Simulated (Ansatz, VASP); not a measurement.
## BC in VASP and in Ansatz

```
CELL_PARAMETERS angstrom
-3.16878 3.16878 1.71019
3.16878 -3.16878 1.71019
3.16878 3.16878 -1.71019
ATOMIC_POSITIONS crystal
B 0.75960 0.75960 0.00000
B 0.50960 0.00960 0.50000
B 0.24040 0.24040 0.00000
B 0.99040 0.49040 0.50000
C 0.65035 0.65035 0.30070
C 0.34965 0.34965 0.69930
C 0.40035 0.59965 0.50000
C 0.09965 0.90035 0.50000
```

Alike in both runs: functional PBE; k mesh 12 × 12 × 12; occupations gaussian, width 0.1 eV; no spin polarisation.

Ansatz relaxed the structure, and its values are those at the end. VASP's run is a single point on that final structure, the one shown.

```csv
,VASP,Ansatz
version,VASP 6.6.1,Ansatz 0.2.0
potentials or method,"VASP PAW PBE potentials, release 64 (B, C), cutoff 520 eV","scalar-relativistic, plane waves, PAW"
valence electrons in the cell,28,28
```

```tsv
	VASP	Ansatz	Ansatz less VASP
gap on the k mesh at the Fermi level (eV)	none	none	-
pressure (GPa)	0.1	0.0	-0.14
rms of the force components (eV/Å)	0.005	0.000	-0.0047
```

A gap of «none» marks a metal or a gap that the smearing closes. The functional is the same, so the differences come from potentials, cutoffs and numerics.
